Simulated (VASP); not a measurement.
# AlN (P4/nmm) in VASP: a series of runs, part 2 of 2

VASP 6.6.1. The steps go on from the part before.

## (3) Single point, PBEsol

This run uses another cell than the first one, of 8.62 Å³/atom, 1.068 times its volume.

Contents of INCAR:

```
PREC = Accurate
ENCUT = 520
EDIFF = 1E-6
ISMEAR = 0
SIGMA = 0.05
LREAL = F
LASPH = T
NELM = 100
ALGO = Normal
ISIF = 2
LWAVE = F
LCHARG = F
GGA = PS
NBANDS = 36
```

Contents of KPOINTS:

```
Automatic mesh
0
Gamma
  8 8 2
```

Contents of POSCAR:

```
AlN
1.0
   -2.0226209166     -2.0226209166      0.0000000000
    2.0226209166     -2.0226209166      0.0000000000
    0.0000000000      0.0000000000     12.6357254996
Al N
6 6
Direct
    0.0000000000      0.0000000000      0.0800197975
    0.5000000000      0.5000000000      0.2400914069
    0.0000000000      0.0000000000      0.4001630163
    0.5000000000      0.5000000000      0.5602346257
    0.0000000000      0.0000000000      0.7203062351
    0.5000000000      0.5000000000      0.8803778445
    0.5000000000      0.5000000000      0.0800197975
    0.0000000000      0.0000000000      0.2400914069
    0.5000000000      0.5000000000      0.4001630163
    0.0000000000      0.0000000000      0.5602346257
    0.5000000000      0.5000000000      0.7203062351
    0.0000000000      0.0000000000      0.8803778445
```

Potentials or basis: VASP PAW PBE potentials, release 64 (Al, N).

The run is started by

```bash
$ cat potpaw_PBE.64/Al/POTCAR potpaw_PBE.64/N/POTCAR > POTCAR
$ mpirun -np 1 vasp_std > vasp.out
```

OUTCAR:

```text
PREC = Accurate
   ENCUT = 520
   EDIFF = 1E-6
   ISMEAR = 0
   LREAL = F
   LASPH = T
   NELM = 100
   ISIF = 2
   GGA = PS

 ion  position               nearest neighbor table
   1  0.000  0.000  0.080-   7 2.02   7 2.02   7 2.02   7 2.02   8 2.02  12 2.52   2 2.86   2 2.86
                             2 2.86   2 2.86   6 3.23   6 3.23   6 3.23   6 3.23
   2  0.500  0.500  0.240-   8 2.02   8 2.02   8 2.02   8 2.02   9 2.02   7 2.02   3 2.86   3 2.86
                             1 2.86   3 2.86   1 2.86   1 2.86   3 2.86   1 2.86
   3  0.000  0.000  0.400-   9 2.02   9 2.02   9 2.02   9 2.02  10 2.02   8 2.02   4 2.86   4 2.86
                             2 2.86   4 2.86   2 2.86   2 2.86   4 2.86   2 2.86
   4  0.500  0.500  0.560-  10 2.02  10 2.02  10 2.02  10 2.02  11 2.02   9 2.02   5 2.86   5 2.86
                             3 2.86   5 2.86   3 2.86   3 2.86   5 2.86   3 2.86
   5  0.000  0.000  0.720-  11 2.02  11 2.02  11 2.02  11 2.02  10 2.02  12 2.02   4 2.86   4 2.86
                             4 2.86   4 2.86   6 2.86   6 2.86   6 2.86   6 2.86
   6  0.500  0.500  0.880-  12 2.02  12 2.02  12 2.02  12 2.02  11 2.02   7 2.52   5 2.86   5 2.86
                             5 2.86   5 2.86   1 3.23   1 3.23   1 3.23   1 3.23
   7  0.500  0.500  0.080-   1 2.02   1 2.02   1 2.02   1 2.02   2 2.02   6 2.52
   8  0.000  0.000  0.240-   2 2.02   2 2.02   2 2.02   2 2.02   3 2.02   1 2.02
   9  0.500  0.500  0.400-   3 2.02   3 2.02   3 2.02   3 2.02   4 2.02   2 2.02
  10  0.000  0.000  0.560-   4 2.02   4 2.02   4 2.02   4 2.02   5 2.02   3 2.02
  11  0.500  0.500  0.720-   5 2.02   5 2.02   5 2.02   5 2.02   4 2.02   6 2.02
  12  0.000  0.000  0.880-   6 2.02   6 2.02   6 2.02   6 2.02   5 2.02   1 2.52

  LATTYP: Found a simple tetragonal cell.
 ALAT       =     2.8604179318
 C/A-ratio  =     4.4174403185

  Lattice vectors:

 A1 = (  -2.0226209166,  -2.0226209166,   0.0000000000)
 A2 = (   2.0226209166,  -2.0226209166,   0.0000000000)
 A3 = (   0.0000000000,   0.0000000000,  12.6357254996)

Analysis of symmetry for initial positions (statically):
=====================================================================
 Subroutine PRICEL returns:
 Original cell was already a primitive cell.

[... 181 lines left out ...]

 number of electron      47.9999992 magnetization

 Free energy of the ion-electron system (eV)
  ---------------------------------------------------
  ext. energy  EPLUGINS =         0.00000000
  ---------------------------------------------------
  free energy    TOTEN  =       -92.08873741 eV

  energy without entropy =      -92.08873741  energy(sigma->0) =      -92.08873741

 E-fermi :   9.5268     XC(G=0): -12.2299

 val. band max:        9.3073967302   @ k =   0.0000   0.0000   0.0000
 cond. band min:      13.2246853653   @ k =   0.5000   0.5000   0.0000
 fundamental gap:      3.9172886351
 Fermi energy:         9.5267505423

 k-point     1 :       0.0000    0.0000    0.0000
  band No.  band energies     occupation
      1      -8.0471      2.00000
      2      -7.4732      2.00000
      3      -6.9742      2.00000
      4      -5.5972      2.00000
      5      -5.1343      2.00000
      6      -3.9889      2.00000
[... 925 lines left out ...]
     35      19.0443      0.00000
     36      19.0443      0.00000

 [... further k-points ...]

------------------------ aborting loop because EDIFF is reached ----------------------------------------

  FORCE on cell =-STRESS in cart. coord.  units (eV):
  Direction    XX          YY          ZZ          XY          YZ          ZX
  --------------------------------------------------------------------------------------
  -------------------------------------------------------------------------------------
  Total       -3.2377981     -3.2377981     -3.4645432      0.0000000      0.0000000      0.0000000
  in kB      -50.1765945    -50.1765945    -53.6904937      0.0000000      0.0000000      0.0000000
  external PRESSURE =     -51.3478942 kB  Pullay stress =       0.0000000 kB

 VOLUME and BASIS-vectors are now :
 -----------------------------------------------------------------------------
  energy-cutoff  :      520.00
  volume of cell :      103.39
      direct lattice vectors                 reciprocal lattice vectors
    -2.022620917 -2.022620917  0.000000000    -0.247204009 -0.247204009  0.000000000
     2.022620917 -2.022620917  0.000000000     0.247204009 -0.247204009  0.000000000
     0.000000000  0.000000000 12.635725500     0.000000000  0.000000000  0.079140687

 POSITION                                       TOTAL-FORCE (eV/Angst)
 -----------------------------------------------------------------------------------
      0.00000      0.00000      1.01111         0.000000      0.000000     -0.424890
      0.00000     -2.02262      3.03373        -0.000000     -0.000000      0.046836
      0.00000      0.00000      5.05635        -0.000000     -0.000000     -0.000190
      0.00000     -2.02262      7.07897         0.000000      0.000000      0.000190
      0.00000      0.00000      9.10159         0.000000      0.000000     -0.046836
      0.00000     -2.02262     11.12421        -0.000000     -0.000000      0.424890
      0.00000     -2.02262      1.01111         0.000000      0.000000     -1.071031
      0.00000      0.00000      3.03373        -0.000000      0.000000      0.004422
      0.00000     -2.02262      5.05635        -0.000000      0.000000      0.003990
      0.00000      0.00000      7.07897         0.000000     -0.000000     -0.003990
      0.00000     -2.02262      9.10159         0.000000     -0.000000     -0.004422
      0.00000      0.00000     11.12421        -0.000000     -0.000000      1.071031
 -----------------------------------------------------------------------------------
    total drift:                               -0.000000      0.000000     -0.000000

  FREE ENERGIE OF THE ION-ELECTRON SYSTEM (eV)
  ---------------------------------------------------
  free  energy   TOTEN  =       -92.0887374064 eV

  energy  without entropy=      -92.0887374064  energy(sigma->0) =      -92.08873741
```

OSZICAR:

```text
N       E                     dE             d eps       ncg     rms          rms(c)
DAV:   1     0.165952396844E+03    0.16595E+03   -0.22734E+04  2160   0.123E+03
DAV:   2    -0.890840366564E+02   -0.25504E+03   -0.24179E+03  2824   0.247E+02
DAV:   3    -0.102013785298E+03   -0.12930E+02   -0.12860E+02  2796   0.584E+01
DAV:   4    -0.102130010509E+03   -0.11623E+00   -0.11604E+00  2696   0.612E+00
DAV:   5    -0.102131705746E+03   -0.16952E-02   -0.16942E-02  2684   0.735E-01    0.178E+01
DAV:   6    -0.923100968595E+02    0.98216E+01   -0.32471E+01  2656   0.254E+01    0.656E+00
DAV:   7    -0.921850021216E+02    0.12509E+00   -0.15990E+00  2652   0.601E+00    0.448E+00
DAV:   8    -0.920984945790E+02    0.86508E-01   -0.16100E-01  2696   0.249E+00    0.735E-01
DAV:   9    -0.920889524394E+02    0.95421E-02   -0.36742E-02  2724   0.915E-01    0.342E-01
DAV:  10    -0.920889992528E+02   -0.46813E-04   -0.46124E-03  2536   0.378E-01    0.146E-01
DAV:  11    -0.920887179456E+02    0.28131E-03   -0.98530E-04  3016   0.236E-01    0.531E-02
DAV:  12    -0.920887402436E+02   -0.22298E-04   -0.37199E-04  2708   0.988E-02    0.210E-02
DAV:  13    -0.920887371049E+02    0.31387E-05   -0.38018E-05  2792   0.390E-02    0.784E-03
DAV:  14    -0.920887374064E+02   -0.30151E-06   -0.52318E-06  2316   0.138E-02
   1 F= -.92088737E+02 E0= -.92088737E+02  d E =-.966786E-12
```

stdout:

```text
POSCAR found type information on POSCAR AlN
 POSCAR found :  2 types and      12 ions
 scaLAPACK will be used
 -----------------------------------------------------------------------------
|                                                                             |
|                                                                             |
|     You enforced a specific xc type in the INCAR file but a different       |
|     I HOPE YOU KNOW WHAT YOU ARE DOING!                                     |
|                                                                             |
 -----------------------------------------------------------------------------

 LDA part: xc-table for (Slater+PW92), standard interpolation
 POSCAR, INCAR and KPOINTS ok, starting setup
 FFT: planning ... GRIDC
 FFT: planning ... GRID_SOFT
 FFT: planning ... GRID
 WAVECAR not read
 entering main loop
```

Wall time 99 s (1 thread of Intel Xeon Platinum 8259CL at 2.50GHz (Skylake/Cascade Lake), shared host); peak memory 0.25 GiB.

Results:

| Item | Value |
| --- | --- |
| Free energy | -92.0887 eV |
| Pressure | -5.1 GPa |
| Largest force | 1.071 eV/Å |
| Band gap on the k mesh | 3.92 eV, indirect (least direct gap 4.60 eV) |

Forces in eV/Å, atoms in the order of the input:
```
Al   0.000  0.000 -0.425
Al   0.000  0.000  0.047
Al   0.000  0.000  0.000
Al   0.000  0.000  0.000
Al   0.000  0.000 -0.047
Al   0.000  0.000  0.425
N    0.000  0.000 -1.071
N    0.000  0.000  0.004
N    0.000  0.000  0.004
N    0.000  0.000 -0.004
N    0.000  0.000 -0.004
N    0.000  0.000  1.071
```

Levels at points of the mesh, in eV from the valence-band top:
```csv
k point,band 20,band 21,band 22,band 23,band 24,band 25,band 26,band 27,band 28,band 29
"(0.00, 0.00, 0.00)",-0.66,-0.66,-0.04,-0.04,0.00,4.60,4.73,5.34,5.80,6.09
"(0.50, 0.00, 0.00)",-1.09,-1.06,-1.06,-0.82,-0.82,5.69,5.69,6.60,6.60,8.30
"(0.50, 0.50, 0.00)",-3.24,-2.96,-2.96,-2.31,-2.31,3.92,3.92,5.20,5.20,6.02
"(0.00, 0.00, 0.50)",-0.66,-0.37,-0.37,-0.15,-0.15,4.89,4.96,5.03,5.41,5.81
"(0.50, 0.00, 0.50)",-1.09,-1.06,-1.06,-0.82,-0.82,5.44,5.44,7.30,7.30,7.67
"(0.50, 0.50, 0.50)",-3.24,-3.11,-3.11,-2.38,-2.38,4.18,4.18,5.29,5.29,5.99
```

Caveat: the PAW data sets were made with another functional, which shifts forces and pressure a little.
